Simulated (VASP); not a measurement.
# Na (Pm-3m) in VASP: further runs, part 2 of 2

VASP 6.6.1. The steps go on from the part before.

## Step 3: Single point, revPBE (volume scaled by 1.12)

File INCAR:

```
PREC = Accurate
ENCUT = 500
EDIFF = 1E-6
ISMEAR = -1
SIGMA = 0.1
LREAL = False
LASPH = True
NELM = 120
ALGO = Normal
ISIF = 2
LWAVE = False
LCHARG = True
GGA = RE
LELF = True
LVHAR = True
NBANDS = 10
GGA_COMPAT = False
```

File KPOINTS:

```
regular mesh
0
Gamma
  10 10 10
```

File POSCAR:

```
Na
1.0
    3.6198272047      0.0000000000      0.0000000000
    0.0000000000      3.6198272047      0.0000000000
    0.0000000000      0.0000000000      3.6198272047
Na
1
Direct
    0.0000000000      0.0000000000      0.0000000000
```

Potentials or basis: VASP PAW PBE potentials, release 64 (Na_pv).

Run with:

```sh
cat potpaw_PBE.64/Na_pv/POTCAR > POTCAR
mpirun -np 1 vasp_std > vasp.out
```

Run time: 7.4 s. Hardware: 1 thread of AMD EPYC 9R45 (Zen 5), shared host; peak memory 0.13 GiB.

It converged, with:

```yaml
Free_energy: -1.0865 eV
Pressure: -0.5 GPa
```

Levels at points of the mesh, in eV from the Fermi level:
```csv
k point,band 1,band 2,band 3,band 4,band 5,band 6,band 7,band 8
"(0.00, 0.00, 0.00)",-25.30,-25.30,-25.30,-2.84,7.45,7.45,8.39,8.39
"(0.50, 0.00, 0.00)",-25.32,-25.29,-25.29,0.04,0.06,9.50,10.72,10.72
"(0.50, 0.50, 0.00)",-25.32,-25.32,-25.29,2.60,2.60,2.95,3.34,12.81
"(0.50, 0.50, 0.50)",-25.32,-25.32,-25.32,5.18,5.18,5.18,5.32,5.32
```

Caveat: the cell differs from its parent crystal (volume scaled by 1.12); the PAW data sets were made with another functional, which shifts forces and pressure a little.

## Step 4: Single point, revPBE

This run uses another cell than the first one, of 42.35 Å³/atom, 0.926 times its volume.

File INCAR:

```
SYSTEM = Na
ALGO = Normal
EDIFF = 1E-6
ENCUT = 500
GGA = RE
GGA_COMPAT = .FALSE.
ISIF = 2
ISMEAR = -1
LASPH = .TRUE.
LCHARG = .FALSE.
LREAL = .FALSE.
LWAVE = .FALSE.
NBANDS = 10
NELM = 120
PREC = Accurate
SIGMA = 0.1
```

File KPOINTS:

```
k-points
0
G
  15 15 15
  0 0 0
```

File POSCAR:

```
Na
1.0
    3.4856343924      0.0000000000      0.0000000000
    0.0000000000      3.4856343924      0.0000000000
    0.0000000000      0.0000000000      3.4856343924
Na
1
Direct
    0.0000000000      0.0000000000      0.0000000000
```

Potentials or basis: VASP PAW PBE potentials, release 64 (Na_pv).

Run with:

```sh
cat potpaw_PBE.64/Na_pv/POTCAR > POTCAR
mpirun -np 1 vasp_std > vasp.out
```

OUTCAR:

```text
SYSTEM = Na
   EDIFF = 1E-6
   ENCUT = 500
   GGA = RE
   ISIF = 2
   ISMEAR = -1
   LASPH = .TRUE.
   LREAL = .FALSE.
   NELM = 120
   PREC = Accurate

 ion  position               nearest neighbor table
   1  0.000  0.000  0.000-

  LATTYP: Found a simple cubic cell.
 ALAT       =     3.4856343924

  Lattice vectors:

 A1 = (   3.4856343924,   0.0000000000,   0.0000000000)
 A2 = (   0.0000000000,   3.4856343924,   0.0000000000)
 A3 = (   0.0000000000,   0.0000000000,   3.4856343924)

[... 481 lines left out ...]
      2     -25.1038      2.00000
      3     -25.0903      2.00000
      4      -1.0245      1.99997
      5       2.9889      0.00000
      6       6.1692      0.00000
      7       9.7339      0.00000
      8      10.7878      0.00000
      9      11.5544      0.00000
     10      14.3355      0.00000

 [... further k-points ...]
[... 5 lines left out ...]
  --------------------------------------------------------------------------------------
  -------------------------------------------------------------------------------------
  Total       -0.0076578     -0.0076578     -0.0076578     -0.0000000     -0.0000000      0.0000000
  in kB       -0.2897153     -0.2897153     -0.2897153     -0.0000000     -0.0000000      0.0000000
  external PRESSURE =      -0.2897153 kB  Pullay stress =       0.0000000 kB

 VOLUME and BASIS-vectors are now :
 -----------------------------------------------------------------------------
  energy-cutoff  :      500.00
  volume of cell :       42.35
      direct lattice vectors                 reciprocal lattice vectors
     3.485634392  0.000000000  0.000000000     0.286891822  0.000000000  0.000000000
     0.000000000  3.485634392  0.000000000     0.000000000  0.286891822  0.000000000
     0.000000000  0.000000000  3.485634392     0.000000000  0.000000000  0.286891822

 POSITION                                       TOTAL-FORCE (eV/Angst)
 -----------------------------------------------------------------------------------
      0.00000      0.00000      0.00000         0.000000      0.000000      0.000000
 -----------------------------------------------------------------------------------
    total drift:                               -0.000000      0.000000     -0.000000

  FREE ENERGIE OF THE ION-ELECTRON SYSTEM (eV)
  ---------------------------------------------------
  free  energy   TOTEN  =        -1.0943321571 eV

  energy  without entropy=       -1.0770802955  energy(sigma->0) =       -1.08570623
```

stdout:

```text
POSCAR found type information on POSCAR Na
 POSCAR found :  1 types and       1 ions
 scaLAPACK will be used
 -----------------------------------------------------------------------------
|                                                                             |
|                                                                             |
|     You enforced a specific xc type in the INCAR file but a different       |
|     I HOPE YOU KNOW WHAT YOU ARE DOING!                                     |
|                                                                             |
 -----------------------------------------------------------------------------

 LDA part: xc-table for (Slater+PW92), standard interpolation
 POSCAR, INCAR and KPOINTS ok, starting setup
 FFT: planning ... GRIDC
 FFT: planning ... GRID_SOFT
 FFT: planning ... GRID
 WAVECAR not read
 entering main loop
```

It took 14 s on 1 thread of AMD EPYC 9R45 (Zen 5), shared host; peak memory 0.14 GiB.

What came out:

```yaml
Free_energy: -1.0943 eV
Pressure: 0.0 GPa
```

Levels at points of the mesh, in eV from the Fermi level:
| k point | band 1 | band 2 | band 3 | band 4 | band 5 | band 6 | band 7 | band 8 | band 9 |
| --- | --- | --- | --- | --- | --- | --- | --- | --- | --- |
| (0.00, 0.00, 0.00) | -25.18 | -25.18 | -25.18 | -3.00 | 7.96 | 7.96 | 9.12 | 9.12 | 9.12 |

Caveat: the PAW data sets were made with another functional, which shifts forces and pressure a little.

## Step 5: Overview

| cell | k mesh | gap on the mesh (eV) | pressure (GPa) |
| --- | --- | --- | --- |
| a = 3.576 Å, 1 atom | 10 × 10 × 10 | none | -0.4 |
| a = 3.620 Å, 1 atom | 10 × 10 × 10 | none | -0.5 |
| a = 3.486 Å, 1 atom | 15 × 15 × 15 | none | 0.0 |

Alike in all rows: task single point; level revPBE; potentials or basis VASP PAW PBE potentials, release 64 (Na_pv); no spin polarisation; cutoff (eV) 500; smearing fermi-dirac 0.1 eV.

Caveats: the PAW data sets were made with another functional, which shifts forces and pressure a little.

Absolute energies hang on the potentials; compare differences alone.
